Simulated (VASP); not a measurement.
The system is MnPt2.

```
Pt Mn
1.0
     2.81977    0.00000    0.00000
    -1.40989    2.44199    0.00000
     0.00000    0.00000    6.44422
Pt Mn
2 1
Direct
  0.66667 0.33333 0.31621
  0.33333 0.66667 0.68379
  0.00000 0.00000 0.00000
```

Base run:

- Program: VASP 6.6.1
- Functional: PBEsol
- Potentials or basis: VASP PAW PBE potentials, release 64 (Pt, Mn_pv)
- Cutoff: 520 eV
- k mesh: 11 × 11 × 4
- Occupations: fermi-dirac, width 0.05 eV
- Spin: collinear spin, ferromagnetic start
- Starting moments: [0.0, 0.0, 4.0] μB

Its results: pressure -2.4 GPa; net moment 4.31 μB per cell; site moments Pt +0.27; Mn +3.59 μB; largest force 0.119 eV/Å.

Task: The run is repeated on the same cell with these changes: functional from PBEsol to r2SCAN. What comes out?

Result: Pressure 7.0 GPa; net moment 4.79 μB per cell; site moments Pt +0.32; Mn +4.00 μB; largest force 0.153 eV/Å.

Caveats: the PAW data sets were made with another functional, which shifts forces and pressure a little; the cell stands under pressure (at least some runs).
